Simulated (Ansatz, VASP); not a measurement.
# Two plane-wave programs on Mg8HO8

```
Mg O H
1.0
     0.00000    4.03700    4.03700
     4.03700    0.00000    4.03700
     4.03700    4.03700    0.00000
Mg O H
8 8 1
Direct
  0.99831 0.00059 0.00034
  0.99889 0.00268 0.49896
  0.99899 0.49938 0.00205
  0.99884 0.49921 0.49891
  0.50026 0.00057 0.00032
  0.50028 0.00058 0.49839
  0.50026 0.49868 0.00032
  0.50188 0.49941 0.49909
  0.24954 0.25020 0.24989
  0.25512 0.23402 0.75519
  0.25520 0.75556 0.23348
  0.25506 0.75543 0.75513
  0.74982 0.25020 0.24990
  0.74982 0.25020 0.74960
  0.74983 0.74989 0.24990
  0.73336 0.75558 0.75529
  0.12387 0.62555 0.62420
```

Alike in both runs: functional PBE; k mesh 2 × 2 × 2; occupations fermi-dirac, width 0.05 eV; collinear spin.

Ansatz relaxed the structure, and its values are those at the end. VASP's run is a single point on that final structure, the one shown.

|  | VASP | Ansatz |
| --- | --- | --- |
| version | VASP 6.6.1 | Ansatz 0.2.0 |
| potentials or method | VASP PAW PBE potentials, release 64 (Mg, O, H), cutoff 520 eV | scalar-relativistic, plane waves, PAW |
| valence electrons in the cell | 65 | 129 |

```csv
,VASP,Ansatz,Ansatz less VASP
rms of the force components (eV/Å),0.035,0.035,-0.0006
net moment per atom (μB),0.04,0.04,0.000
size of the moment on the site where the two differ most (μB),0.23,0.32,+0.090
```

Site moments also hang on the region over which each program counts them. VASP's potentials hold 65 valence electrons a cell and Ansatz's 129, so a difference there can come from the potentials and not from the codes.

The k mesh is coarse, so the values compare programs but aren't converged.
